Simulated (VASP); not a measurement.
Runs of VASP 6.6.1 on BaTe. The structure is that of space group Fm-3m (No. 225), or close to it. The cells are those of the table. 

```tsv
task	cell	gap on the mesh (eV)	pressure (GPa)
electric field gradients	a = 4.847 Å, angles 59.3°, 2 atoms	1.22	2.4
single point	a = 4.847, b = 4.847, c = 4.822 Å, angles 60.2, 60.2, 59.7°, 2 atoms	1.25	2.0
single point	a = 4.871 Å, angles 58.7°, 2 atoms	1.20	2.4
electric field gradients	a = 4.798 Å, angles 60.7°, 2 atoms	1.20	2.4
single point	a = 4.775 Å, angles 61.3°, 2 atoms	1.17	2.4
electric field gradients	a = 4.775 Å, angles 61.3°, 2 atoms	1.17	2.4
electric field gradients	a = 4.774, b = 4.774, c = 4.822 Å, angles 59.7, 59.7, 60.7°, 2 atoms	1.12	3.3
single point	a = 4.774, b = 4.774, c = 4.822 Å, angles 59.7, 59.7, 60.7°, 2 atoms	1.12	3.3
single point	a = 4.798, b = 4.798, c = 4.822 Å, angles 59.8, 59.8, 60.3°, 2 atoms	(b)	2.8
single point	a = 4.847 Å, angles 59.3°, 2 atoms	1.22	2.4
single point	a = 4.871, b = 4.871, c = 4.822 Å, angles 60.3, 60.3, 59.3°, 2 atoms	(a)	1.6
```

Alike in all rows: level PBEsol; potentials or basis VASP PAW PBE potentials, release 64 (Ba_sv, Te); no spin polarisation; k mesh 10 × 10 × 10; cutoff (eV) 520; smearing fermi-dirac 0.05 eV.

Estimate the missing entries.

(a) 1.27; (b) 1.18.

Caveats: the PAW data sets were made with another functional, which shifts forces and pressure a little; spin-orbit coupling is left out, which moves the levels of the heavy elements; the cell stands under pressure (at least some runs).

A k mesh can miss the band edges, and the runs leave out spin-orbit coupling on Ba, Te.
